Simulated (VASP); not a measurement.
The system is Sr3CuH2.

```
Sr Cu H
1.0
     6.08329    0.00000    0.00000
    -3.04165    5.26828    0.00000
     0.00000    0.00000    3.50383
Sr Cu H
3 1 2
Cartesian
  3.0416 0.0000 1.7519
  1.5208 2.6341 1.7519
  -1.5208 2.6341 1.7519
  0.0000 0.0000 0.0000
  0.0000 3.5122 0.0000
  3.0416 1.7561 0.0000
```

The cell was generated, and may not be a known phase.

| Item | Value |
| --- | --- |
| Program | VASP 6.6.1 |
| Task | relaxation of cell and atoms |
| Functional | PBE |
| Potentials or basis | VASP PAW PBE potentials, release 64 (Sr_sv, Cu, H) |
| Cutoff | 600 eV |
| k mesh | 3 × 3 × 6 |
| Occupations | gaussian, width 0.1 eV |
| Spin | no spin polarisation |

At the start: pressure 7.8 GPa; volume 18.72 Å³/atom.

Q: Where does the relaxation end?

A: Over 8 steps the energy falls by 214.6 meV/atom and the volume is 23.65 Å³/atom (+26.4 %); space group P6/mmm (No. 191, to 0.1 Å) before and after.

Step by step:
| step | energy change (eV) | largest force (eV/Å) | pressure (GPa) | volume (Å³) |
| --- | --- | --- | --- | --- |
| 1 | 0.0000 | 0.0000 | 7.84 | 112.29 |
| 2 | -0.9767 | 0.0000 | 3.30 | 127.56 |
| 3 | -1.1817 | 0.0000 | -1.67 | 155.25 |
| 4 | -1.2825 | 0.0000 | -0.47 | 145.50 |
| 5 | -1.2846 | 0.0000 | -0.25 | 143.98 |
| 6 | -1.2842 | 0.0000 | -0.15 | 143.31 |
| 7 | -1.2867 | 0.0000 | -0.02 | 142.46 |
| 8 | -1.2874 | 0.0000 | 0.03 | 141.91 |

Final structure:
```yaml
crystal:
  lattice:
    - [6.94769, 0.00000, 0.00000]
    - [-3.47385, 6.01688, 0.00000]
    - [0.00000, 0.00000, 3.39466]
  atoms:
    - { symbol: Sr, position: [0.50000, 0.00000, 0.50000] }
    - { symbol: Sr, position: [0.50000, 0.50000, 0.50000] }
    - { symbol: Sr, position: [0.00000, 0.50000, 0.50000] }
    - { symbol: Cu, position: [0.00000, 0.00000, 0.00000] }
    - { symbol: H, position: [0.33333, 0.66667, 0.00000] }
    - { symbol: H, position: [0.66667, 0.33333, 0.00000] }
```

Caveat: the k points lie up to 0.35 Å⁻¹ apart in the final cell, too coarse for converged energies and pressures of a metal; the volume moved by over 15 % at a fixed basis, so the end points are rough.
